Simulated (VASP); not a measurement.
# Pt: single point with PBE

Pt:

```
Pt
1.0
     0.00000    1.96500    1.96500
     1.96500    0.00000    1.96500
     1.96500    1.96500    0.00000
Pt
1
Direct
  0.00000 0.00000 0.00000
```

This cell differs from its parent crystal: volume scaled by 0.97.

| Property | Result |
| --- | --- |
| Program | VASP 6.6.1 |
| Task | single point |
| Functional | PBE |
| Potentials or basis | VASP PAW PBE potentials, release 64 (Pt) |
| Cutoff | 520 eV |
| k mesh | 18 × 18 × 18 |
| Occupations | gaussian, width 0.1 eV |
| Spin | no spin polarisation |
| Dipole correction | no |
| Further INCAR settings | ALGO = Normal; EDIFF = 1e-07; NBANDS = 11 |

```yaml
Pressure: 7.7 GPa
Band_gap_on_the_k_mesh: zero (band 5 reaches 11.63 eV, above the bottom of band 6 at 9.42 eV)
```

Levels at points of the mesh, in eV from the Fermi level:
```
           k point  band 3  band 4  band 5  band 6  band 7  band 8
(0.00, 0.00, 0.00)   -3.75   -3.75   -1.62   -1.62   14.66   19.59
(0.50, 0.00, 0.00)   -3.82   -0.45    0.03    0.03    5.79   14.22
(0.50, 0.50, 0.00)    0.00    0.48    0.48    1.79    8.81   11.37
```

Run time: 10 s on 1 thread of Intel(R) Xeon(R) 6975P-C (Granite Rapids), on a shared host, peak memory 0.16 GiB.

Caveat: spin-orbit coupling is left out, which moves the levels of the heavy elements.
